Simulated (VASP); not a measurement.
Wanted: the native input for a VASP 6.6.1 run.

* Task: single point
* Functional: PBE
* Potentials or basis: VASP PAW PBE potentials, release 64 (Ca_sv, Se)
* Cutoff: 520 eV
* k mesh: 8 × 8 × 8
* Occupations: gaussian, width 0.05 eV
* Spin: no spin polarisation
* Dipole correction: no
* Further INCAR settings: ALGO = Normal; EDIFF = 1e-06; NBANDS = 15

The structure of CaSe lies in POSCAR:

```
CaSe
1.0
    0.0000000000      2.9560000000      2.9560000000
    2.9560000000      0.0000000000      2.9560000000
    2.9560000000      2.9560000000      0.0000000000
Ca Se
1 1
Direct
    0.0422868742      0.0422868742     -0.0422868742
    0.5000000000      0.5000000000      0.5000000000
```

This cell differs from its parent crystal: all Ca atoms moved -0.250 Å, as atom 1 towards its neighbour atom 2 (Se) at 2.956 Å.

These files were run (other wordings do the same):

INCAR

```
SYSTEM = CaSe
  ALGO = Normal
  EDIFF = 1E-6
  ENCUT = 520
  GGA = PE
  ISIF = 2
  ISMEAR = 0
  LASPH = .TRUE.
  LCHARG = .TRUE.
  LELF = .TRUE.
  LREAL = .FALSE.
  LVHAR = .TRUE.
  LWAVE = .FALSE.
  NBANDS = 15
  NELM = 80
  PREC = Accurate
  SIGMA = 0.05
```

KPOINTS

```
k-points
0
G
  8 8 8
  0 0 0
```

Potentials or basis: VASP PAW PBE potentials, release 64 (Ca_sv, Se).

Launch:

```sh
$ cat potpaw_PBE.64/Ca_sv/POTCAR potpaw_PBE.64/Se/POTCAR > POTCAR
$ mpirun -np 1 vasp_std > vasp.out
```

It gave:

* Pressure: 2.5 GPa
* Largest force: 0.957 eV/Å
* Band gap on the k mesh: 2.14 eV, indirect (least direct gap 2.98 eV)

Caveat: the cell differs from its parent crystal (all Ca atoms moved -0.250 Å, as atom 1 towards its neighbour atom 2 (Se) at 2.956 Å).

Wall time 26 s on 1 thread of Intel(R) Xeon(R) Platinum 8488C (Sapphire Rapids), on a shared host, peak memory 0.2 GiB.
